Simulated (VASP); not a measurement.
Crystal: W.

```
W
1.0
     2.57708    0.00000    0.00000
     0.00000    2.57708    0.00000
     0.00000    0.00000    2.57708
W
1
Direct
  0.00000 0.00000 0.00000
```

This isn't the form of W at room conditions, which is bcc.

| Item | Value |
| --- | --- |
| Program | VASP 6.6.1 |
| Task | relaxation of cell and atoms |
| Functional | PBE |
| Potentials or basis | VASP PAW PBE potentials, release 64 (W_sv) |
| Cutoff | 600 eV |
| k mesh | 12 × 12 × 12 |
| Occupations | fermi-dirac, width 0.1 eV |
| Spin | no spin polarisation |

At the start: pressure 18.5 GPa; volume 17.12 Å³/atom.

How do energy, volume and symmetry change on relaxing?

Over 16 steps the energy falls by 69.6 meV/atom and the volume is 18.39 Å³/atom (+7.5 %); space group Pm-3m (No. 221, to 0.1 Å) before and after.

The path:
```
step  energy change (eV)  largest force (eV/Å)  pressure (GPa)  volume (Å³)
   1              0.0000                0.0000           18.54        17.12
   2              0.3695                0.0000          -28.64        22.50
   3             -0.0691                0.0000           -1.29        18.51
   4             -0.0696                0.0000           -0.11        18.41
   5             -0.0696                0.0000            0.21        18.38
   6             -0.0696                0.0000            0.24        18.38
   7             -0.0696                0.0000            0.20        18.38
   8             -0.0696                0.0000            0.18        18.38
   9             -0.0696                0.0000            0.18        18.38
  10             -0.0696                0.0000            0.18        18.38
  11             -0.0696                0.0000            0.19        18.38
  12             -0.0696                0.0000            0.19        18.38
  13             -0.0696                0.0000            0.20        18.38
  14             -0.0696                0.0000            0.22        18.39
  15             -0.0696                0.0000            0.14        18.39
  16             -0.0696                0.0000            0.07        18.39
```

Final structure:
```cif
data_structure
_symmetry_space_group_name_H-M 'P 1'
_symmetry_Int_Tables_number 1
_cell_length_a 2.6397
_cell_length_b 2.6397
_cell_length_c 2.6397
_cell_angle_alpha 90.000
_cell_angle_beta 90.000
_cell_angle_gamma 90.000
_cell_volume 18.39
loop_
_atom_site_label
_atom_site_type_symbol
_atom_site_fract_x
_atom_site_fract_y
_atom_site_fract_z
_atom_site_occupancy
W1 W 0.00000 0.00000 0.00000 1
```
